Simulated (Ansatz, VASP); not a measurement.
# Two plane-wave programs on Sn

INCAR

```
ALGO = Fast
EDIFF = 1E-6
ENCUT = 520
GGA = PS
ISIF = 2
ISMEAR = 0
IVDW = 12
LASPH = True
LCHARG = False
LREAL = False
LWAVE = False
NBANDS = 13
NELM = 60
PREC = Accurate
SIGMA = 0.15
```

KPOINTS

```
k-points
0
Gamma
  18 18 18
```

Contents of POSCAR:

```
Sn
1.0
   -1.8946518192      1.8946518192      1.6104540463
    1.8946518192     -1.8946518192      1.6104540463
    1.8946518192      1.8946518192     -1.6104540463
Sn
1
Direct
    0.0000000000      0.0000000000      0.0000000000
```

Input for Ansatz:

```yaml
crystal:
  lattice:
    - [-1.8946518192, 1.8946518192, 1.6104540463]
    - [1.8946518192, -1.8946518192, 1.6104540463]
    - [1.8946518192, 1.8946518192, -1.6104540463]
  atoms:
    - { symbol: Sn, position: [0.0, 0.0, 0.0] }
basis:
  ecutwfc: 420
kpoints:
  mp_grid: { grid: [18, 18, 18] }
hamiltonian:
  xc: pbesol
  dispersion: d3bj
scf:
  occupations: { method: gaussian, width: 0.15 }
output:
  forces: true
  stress: true
  eigenvalues: true
```

Change from the starting cell: strain -0.1500 x Voigt [0, 0, 1, 0, 0, 0], atoms carried along.

Alike in both runs: task single point; functional PBEsol; dispersion D3(BJ); k mesh 18 × 18 × 18; occupations gaussian, width 0.15 eV; no spin polarisation.

|  | VASP | Ansatz |
| --- | --- | --- |
| version | VASP 6.6.1 | Ansatz 0.2.0 |
| potentials or method | VASP PAW PBE potentials, release 64 (Sn_d), cutoff 520 eV | scalar-relativistic, plane waves, PAW |
| valence electrons in the cell | 14 | 14 |

|  | VASP | Ansatz | Ansatz less VASP |
| --- | --- | --- | --- |
| gap on the k mesh at the Fermi level (eV) | none | none | - |
| pressure (GPa) | 6.4 | 6.4 | +0.02 |
| traceless stress, the component that is largest in VASP (GPa) | 1.12 | 1.12 | +0.003 |

VASP's potentials were made for PBE, not for PBEsol. A gap of «none» marks a metal or a gap that the smearing closes.
